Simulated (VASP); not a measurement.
A run of VASP 6.6.1 is set up as follows.

File INCAR:

```
PREC = Accurate ; ENCUT = 520
EDIFF = 1E-6 ; ISMEAR = -1
SIGMA = 0.05 ; LREAL = False
LASPH = True ; NELM = 150
ALGO = Normal ; ISIF = 2
LWAVE = False ; LCHARG = False
LMAXMIX = 4 ; LDAU = True
LDAUTYPE = 2 ; LDAUL = 2 -1
LDAUU = 4 0 ; LDAUJ = 0 0
LDAUPRINT = 1 ; GGA = CA
NBANDS = 16
```

KPOINTS

```
Automatic mesh
0
Gamma
  8 8 8
```

File POSCAR:

```
NbTe
1.0
    3.4257000000      0.0000000000      0.0000000000
    0.0000000000      3.4257000000      0.0000000000
    0.0000000000      0.0000000000      3.4257000000
Nb Te
1 1
Direct
    0.5000000000      0.5000000000      0.5000000000
    0.0000000000      0.0000000000      0.0000000000
```

Potentials or basis: VASP PAW LDA potentials, release 64 (Nb_sv, Te).

Launch:

```sh
$ cat potpaw_LDA.64/Nb_sv/POTCAR potpaw_LDA.64/Te/POTCAR > POTCAR
$ mpirun -np 1 vasp_std > vasp.out
```

(1) Estimate the pressure.

## Answers

(1) -3.4 GPa.

Caveat: U without spin polarisation on a metal has little footing; the U is typed as a test and isn't derived for this compound.
